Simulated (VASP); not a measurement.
Wanted: the native input for a VASP 6.6.1 run.

- Task: single point
- Functional: r2SCAN
- Potentials or basis: VASP PAW PBE potentials, release 64 (Ga_d, O)
- Cutoff: 520 eV
- k mesh: 6 × 6 × 6
- Occupations: gaussian, width 0.05 eV
- Spin: no spin polarisation
- Dipole correction: no
- Further INCAR settings: ALGO = Normal; EDIFF = 1e-06; NBANDS = 55

Crystal: Ga2O3.

```xyz
10
Lattice="2.4923 1.4389 4.4807 -2.4923 1.4389 4.4807 0.0000 -2.8779 4.4807" Properties=species:S:1:pos:R:3 pbc="T T T"
Ga    0.0866    0.0866    4.8639
Ga    0.0866    0.0866    2.0303
Ga    0.0866    0.0866    8.7513
Ga    0.0866    0.0866   11.5849
O    -0.9788    1.4389    7.8412
O    -0.7567   -1.5672    7.8412
O     1.7356    0.1282    7.8412
O     0.9788   -1.4389    5.6008
O     0.7567    1.5672    5.6008
O    -1.7356   -0.1282    5.6008
```

This cell differs from its parent crystal: all Ga atoms moved +0.150 Å, as atom 1 along Cartesian [1 1 1].

These files were run (other wordings do the same):

POSCAR

```
Ga2O3
1.0
    2.4923023535      1.4389314347      4.4806666158
   -2.4923023535      1.4389314347      4.4806666158
    0.0000000000     -2.8778628693      4.4806666158
Ga O
4 6
Direct
    0.3892499204      0.3545019131      0.3417832597
    0.1784452238      0.1436972165      0.1309785631
    0.6784452238      0.6436972165      0.6309785631
    0.8892499204      0.8545019131      0.8417832597
    0.5536262452      0.9463737548      0.2500000000
    0.2500000000      0.5536262452      0.9463737548
    0.9463737548      0.2500000000      0.5536262452
    0.4463737548      0.0536262452      0.7500000000
    0.7500000000      0.4463737548      0.0536262452
    0.0536262452      0.7500000000      0.4463737548
```

INCAR.step1

```
ALGO     = Normal         # electronic algorithm
EDIFF    = 1E-4           # SCF threshold, eV
ENCUT    = 520            # plane-wave cutoff, eV
GGA      = PE             # functional
ISMEAR   = 0              # smearing method
LASPH    = T              # aspherical terms in the spheres
LCHARG   = F              # write CHGCAR
LREAL    = F              # projectors in reciprocal space
LWAVE    = T              # write WAVECAR
NBANDS   = 55             # bands
NELM     = 60             # most SCF steps
PREC     = Accurate       # precision mode
SIGMA    = 0.05           # smearing width, eV
```

INCAR.step2

```
ALGO     = Normal         # electronic algorithm
EDIFF    = 1E-6           # SCF threshold, eV
ENCUT    = 520            # plane-wave cutoff, eV
ISIF     = 2              # what is computed and relaxed
ISMEAR   = 0              # smearing method
ISTART   = 1            
LASPH    = T              # aspherical terms in the spheres
LCHARG   = F              # write CHGCAR
LMIXTAU  = T            
LREAL    = F              # projectors in reciprocal space
LWAVE    = F              # write WAVECAR
METAGGA  = R2SCAN         # meta-GGA
NBANDS   = 55             # bands
NELM     = 60             # most SCF steps
PREC     = Accurate       # precision mode
SIGMA    = 0.05           # smearing width, eV
```

KPOINTS

```
k-points
0
Gamma
  6 6 6
```

Potentials or basis: VASP PAW PBE potentials, release 64 (Ga_d, O).

The run is started by

```bash
$ cat potpaw_PBE.64/Ga_d/POTCAR potpaw_PBE.64/O/POTCAR > POTCAR
$ cp INCAR.step1 INCAR
$ mpirun -np 1 vasp_std > vasp.out
$ cp INCAR.step2 INCAR
$ mpirun -np 1 vasp_std > vasp.out
```

It gave:

| Quantity | Value |
| --- | --- |
| Pressure | 4.9 GPa |
| Largest force | 2.125 eV/Å |
| Band gap on the k mesh | 3.50 eV (least direct gap 3.68 eV) |

Caveat: the cell differs from its parent crystal (all Ga atoms moved +0.150 Å, as atom 1 along Cartesian [1 1 1]); the cell stands under pressure; the PAW data sets were made with another functional, which shifts forces and pressure a little.

It took 57 min on 1 thread of Oxide Virtual Turin-like Processor, with other jobs on the host, peak memory 0.51 GiB.
